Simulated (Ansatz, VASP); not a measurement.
One calculation of C, two programs

```
C
1.0
    -1.19318    1.19318    1.19318
     1.19318   -1.19318    1.19318
     1.19318    1.19318   -1.19318
C
1
Cartesian
  0.0000 0.0000 0.0000
```

Alike in both runs: functional revPBE; k mesh 18 × 18 × 18; occupations fermi-dirac, width 0.1 eV; no spin polarisation.

Ansatz relaxed the structure, and its values are those at the end. VASP's run is a single point on that final structure, the one shown.

```csv
,VASP,Ansatz
version,VASP 6.6.1,Ansatz 0.2.0
potentials or method,"VASP PAW PBE potentials, release 64 (C), cutoff 520 eV","plane waves (420 eV) with PAW, scalar-relativistic"
valence electrons in the cell,4,4
```

|  | VASP | Ansatz | Ansatz less VASP |
| --- | --- | --- | --- |
| pressure (GPa) | 0.1 | 0.0 | -0.05 |

VASP's potentials were made for PBE, not for revPBE.
